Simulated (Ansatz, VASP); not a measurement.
## NiS: VASP beside Ansatz

File INCAR:

```
ALGO = Normal
EDIFF = 1E-6
ENCUT = 590
GGA_COMPAT = F
ISIF = 2
ISMEAR = 0
LASPH = T
LCHARG = F
LDAU = T
LDAUJ = 0 0
LDAUL = 2 -1
LDAUPRINT = 1
LDAUTYPE = 2
LDAUU = 6.2 0
LMAXMIX = 4
LREAL = F
LWAVE = F
NBANDS = 32
NELM = 200
PREC = Accurate
SIGMA = 0.03
```

Contents of KPOINTS:

```
k-points
0
Gamma
  8 8 5
```

POSCAR

```
NiS
1.0
    3.4200013500      0.0000000000      0.0000000000
   -1.7100006800      2.9618080500      0.0000000000
    0.0000000000      0.0000000000      5.3000000000
Ni S
2 2
Direct
    0.0000000000      0.0000000000      0.0000000000
    0.0000000000      0.0000000000      0.5000000000
    0.3333333300      0.6666666700      0.2500000000
    0.6666666700      0.3333333300      0.7500000000
```

Input for Ansatz:

```yaml
crystal:
  lattice:
    - [3.42000135, 0.0, 0.0]
    - [-1.71000068, 2.96180805, 0.0]
    - [0.0, 0.0, 5.3]
  atoms:
    - { symbol: Ni, position: [0.0, 0.0, 0.0] }
    - { symbol: Ni, position: [0.0, 0.0, 0.5] }
    - { symbol: S, position: [0.33333333, 0.66666667, 0.25] }
    - { symbol: S, position: [0.66666667, 0.33333333, 0.75] }
hamiltonian:
  xc: lda
  pseudopotentials: { kind: paw }
  hubbard: { sites: [{ species: Ni, l: d, u_eff: 6.2 }] }
basis:
  ecutwfc: 420
kpoints:
  mp_grid: { grid: [8, 8, 5] }
scf:
  occupations: { method: gaussian, width: 0.03 }
  lower_state_search: "off"
output:
  forces: true
  stress: true
  write_density: true
  write_potential: true
  elf: true
  volumetric_format: npy
```

Alike in both runs: task single point; functional LDA; k mesh 8 × 8 × 5; occupations gaussian, width 0.03 eV; no spin polarisation; Hubbard terms Ni d U = 6.2 eV.

|  | VASP | Ansatz |
| --- | --- | --- |
| version | VASP 6.6.1 | Ansatz 0.2.0 |
| potentials or method | VASP PAW LDA potentials, release 64 (Ni_sv_GW, S), cutoff 590 eV | PAW, plane waves, scalar-relativistic |
| valence electrons in the cell | 48 | 48 |

```tsv
	VASP	Ansatz	Ansatz less VASP
pressure (GPa)	-12.5	-11.2	+1.36
traceless stress, the component that is largest in VASP (GPa)	-0.72	-1.80	-1.078
```

LDA's correlation is that of Perdew and Zunger in VASP and of Perdew and Wang (1992) in Ansatz. The programs project onto different local orbitals, so the same U acts differently, and such runs can settle in different states. Ansatz's warnings: filled band counts differ across k points.
